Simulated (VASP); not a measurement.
# In3Cu (Pm-3m) in VASP: settings compared, part 2 of 2

VASP 6.6.1. Earlier steps stand in the parts before.

## Step 3: Single point, BLYP

The input, INCAR:

```
PREC = Accurate
ENCUT = 600
EDIFF = 1E-6
ISMEAR = 0
SIGMA = 0.2
LREAL = F
LASPH = T
NELM = 120
ALGO = Normal
ISIF = 2
LWAVE = F
LCHARG = F
GGA = B5
ALDAX = 1.0
AGGAX = 1.0
AGGAC = 1.0
ALDAC = 0.0
NBANDS = 33
GGA_COMPAT = F
```

The input, KPOINTS:

```
regular mesh
0
Gamma
  5 5 5
```

The input, POSCAR:

```
In3Cu
1.0
    4.4827700000      0.0000000000      0.0000000000
    0.0000000000      4.4827700000      0.0000000000
    0.0000000000      0.0000000000      4.4827700000
In Cu
3 1
Direct
    0.0000000000      0.5000000000      0.5000000000
    0.5000000000      0.0000000000      0.5000000000
    0.5000000000      0.5000000000      0.0000000000
    0.0000000000      0.0000000000      0.0000000000
```

Potentials or basis: VASP PAW PBE potentials, release 64 (In_d, Cu).

Started as:

```sh
$ cat potpaw_PBE.64/In_d/POTCAR potpaw_PBE.64/Cu/POTCAR > POTCAR
$ mpirun -np 1 vasp_std > vasp.out
```

OUTCAR:

```text
PREC = Accurate
   ENCUT = 600
   EDIFF = 1E-6
   ISMEAR = 0
   LREAL = F
   LASPH = T
   NELM = 120
   ISIF = 2
   GGA = B5

 ion  position               nearest neighbor table
   1  0.000  0.500  0.500-   2 3.17   3 3.17   4 3.17   3 3.17   4 3.17   2 3.17   4 3.17   4 3.17
                             2 3.17   3 3.17   3 3.17   2 3.17
   2  0.500  0.000  0.500-   1 3.17   3 3.17   4 3.17   3 3.17   4 3.17   1 3.17   3 3.17   3 3.17
                             1 3.17   4 3.17   4 3.17   1 3.17
   3  0.500  0.500  0.000-   1 3.17   2 3.17   4 3.17   1 3.17   2 3.17   2 3.17   4 3.17   2 3.17
                             1 3.17   4 3.17   1 3.17   4 3.17
   4  0.000  0.000  0.000-   1 3.17   2 3.17   3 3.17   1 3.17   2 3.17   1 3.17   3 3.17   1 3.17
                             2 3.17   3 3.17   2 3.17   3 3.17

  LATTYP: Found a simple cubic cell.
 ALAT       =     4.4827700000

  Lattice vectors:

 A1 = (   4.4827700000,   0.0000000000,   0.0000000000)
 A2 = (   0.0000000000,   4.4827700000,   0.0000000000)
 A3 = (   0.0000000000,   0.0000000000,   4.4827700000)

Analysis of symmetry for initial positions (statically):
=====================================================================
 Subroutine PRICEL returns:
 Original cell was already a primitive cell.

 Routine SETGRP: Setting up the symmetry group for a
 simple cubic supercell.

 Subroutine GETGRP returns: Found 48 space group operations
 (whereof 48 operations were pure point group operations)
 out of a pool of 48 trial point group operations.

The static configuration has the point symmetry O_h .

Analysis of symmetry for dynamics (positions and initial velocities):
=====================================================================
 Subroutine PRICEL returns:
 Original cell was already a primitive cell.

 Routine SETGRP: Setting up the symmetry group for a
 simple cubic supercell.

 Subroutine GETGRP returns: Found 48 space group operations
 (whereof 48 operations were pure point group operations)
 out of a pool of 48 trial point group operations.
[... 110 lines left out ...]
     AMIX_MAG =   1.60;   BMIX_MAG =  1.00
  volume/ion in A,a.u.               =      22.52       151.98
  Fermi-wavevector in a.u.,A,eV,Ry     =   1.345401  2.542439 24.627954  1.810104
  Thomas-Fermi vector in A             =   2.473317
   LORBIT       =      0    0 simple, 1 ext, 2 COOP (PROOUT), +10 PAW based schemes
   GGA     = B5    functional components
   LHFCALC =     F    Hartree Fock is set to
   AEXX    =    0.0000 exact exchange contribution
   IVDW    =     0    specifies the selected vdW correction
   LEPSILON=     F    determine dielectric tensor
   LRPA    =     F    only Hartree local field effects (RPA)
 non-spin polarized calculation
 Gauss-broadening in eV      SIGMA  =   0.20
  energy-cutoff  :      600.00
  volume of cell :       90.08
 maximum number of plane-waves:      3034
 NGX is ok and might be reduce to    36
   NGX = 17   NGY = 17   NGZ = 17

 number of electron      50.0000053 magnetization

 Free energy of the ion-electron system (eV)
  ---------------------------------------------------
  ext. energy  EPLUGINS =         0.00000000
  ---------------------------------------------------
  free energy    TOTEN  =        -7.66641042 eV

  energy without entropy =       -7.64079290  energy(sigma->0) =       -7.65360166

 E-fermi :   8.1218     XC(G=0): -10.0377

 val. band max:        7.9917518653   @ k =   0.4000   0.0000   0.0000
 cond. band min:       8.1808376947   @ k =   0.2000   0.0000   0.0000
 fundamental gap:      0.1890858294
 Fermi energy:         8.1218074484

 k-point     1 :       0.0000    0.0000    0.0000
  band No.  band energies     occupation
      1      -6.9842      2.00000
      2      -6.9759      2.00000
      3      -6.9759      2.00000
      4      -6.9759      2.00000
      5      -6.7429      2.00000
      6      -6.7429      2.00000
[... 349 lines left out ...]
     32      17.2276      0.00000
     33      17.4111      0.00000

------------------------ aborting loop because EDIFF is reached ----------------------------------------

  FORCE on cell =-STRESS in cart. coord.  units (eV):
  Direction    XX          YY          ZZ          XY          YZ          ZX
  --------------------------------------------------------------------------------------
  -------------------------------------------------------------------------------------
  Total        3.2305688      3.2305688      3.2305688     -0.0000000     -0.0000000      0.0000000
  in kB       57.4579597     57.4579597     57.4579597     -0.0000000     -0.0000000      0.0000000
  external PRESSURE =      57.4579597 kB  Pullay stress =       0.0000000 kB

 VOLUME and BASIS-vectors are now :
 -----------------------------------------------------------------------------
  energy-cutoff  :      600.00
  volume of cell :       90.08
      direct lattice vectors                 reciprocal lattice vectors
     4.482770000  0.000000000  0.000000000     0.223076357  0.000000000  0.000000000
     0.000000000  4.482770000  0.000000000     0.000000000  0.223076357  0.000000000
     0.000000000  0.000000000  4.482770000     0.000000000  0.000000000  0.223076357

 POSITION                                       TOTAL-FORCE (eV/Angst)
 -----------------------------------------------------------------------------------
      0.00000      2.24139      2.24139         0.000000      0.000000      0.000000
      2.24139      0.00000      2.24139         0.000000      0.000000      0.000000
      2.24139      2.24139      0.00000         0.000000      0.000000      0.000000
      0.00000      0.00000      0.00000         0.000000      0.000000      0.000000
 -----------------------------------------------------------------------------------
    total drift:                                0.000000      0.000000      0.000000

  FREE ENERGIE OF THE ION-ELECTRON SYSTEM (eV)
  ---------------------------------------------------
  free  energy   TOTEN  =        -7.6664104212 eV

  energy  without entropy=       -7.6407928973  energy(sigma->0) =       -7.65360166
```

OSZICAR:

```text
N       E                     dE             d eps       ncg     rms          rms(c)
DAV:   1     0.496250202708E+03    0.49625E+03   -0.26118E+04   660   0.246E+03
DAV:   2     0.442439834213E+02   -0.45201E+03   -0.44109E+03   660   0.503E+02
DAV:   3    -0.649827392060E+01   -0.50742E+02   -0.49603E+02   798   0.196E+02
DAV:   4    -0.838712744143E+01   -0.18889E+01   -0.18853E+01   773   0.432E+01
DAV:   5    -0.847404427822E+01   -0.86917E-01   -0.86907E-01  1107   0.813E+00    0.945E+00
DAV:   6    -0.913815122013E+01   -0.66411E+00   -0.16157E+01   762   0.654E+01    0.741E+00
DAV:   7    -0.770371079554E+01    0.14344E+01   -0.43480E+00   833   0.344E+01    0.252E+00
DAV:   8    -0.778461478014E+01   -0.80904E-01   -0.15083E+00   852   0.181E+01    0.284E+00
DAV:   9    -0.766415011668E+01    0.12046E+00   -0.52529E-01   881   0.117E+01    0.431E-01
DAV:  10    -0.766636383398E+01   -0.22137E-02   -0.31982E-02   915   0.168E+00    0.391E-01
DAV:  11    -0.766645132595E+01   -0.87492E-04   -0.10314E-03  1043   0.175E-01    0.298E-01
DAV:  12    -0.766642071740E+01    0.30609E-04   -0.30024E-04   742   0.140E-01    0.186E-01
DAV:  13    -0.766642109645E+01   -0.37905E-06   -0.27802E-05   917   0.687E-02    0.621E-02
DAV:  14    -0.766641037181E+01    0.10725E-04   -0.58715E-05   836   0.142E-01    0.419E-02
DAV:  15    -0.766641042117E+01   -0.49361E-07   -0.68814E-06   606   0.216E-02
   1 F= -.76664104E+01 E0= -.76536017E+01  d E =-.256175E-01
```

Run time: 52 s. Hardware: 1 thread of Intel Xeon Platinum 8488C (Sapphire Rapids), shared host; peak memory 0.21 GiB.

What came out:

- Free energy: -7.6664 eV
- Pressure: 5.7 GPa
- Band gap on the k mesh: zero (bands 25 and 26 overlap by 2.93 eV)

Caveat: the cell stands under pressure; the PAW data sets were made with another functional, which shifts forces and pressure a little; spin-orbit coupling is left out, which moves the levels of the heavy elements.
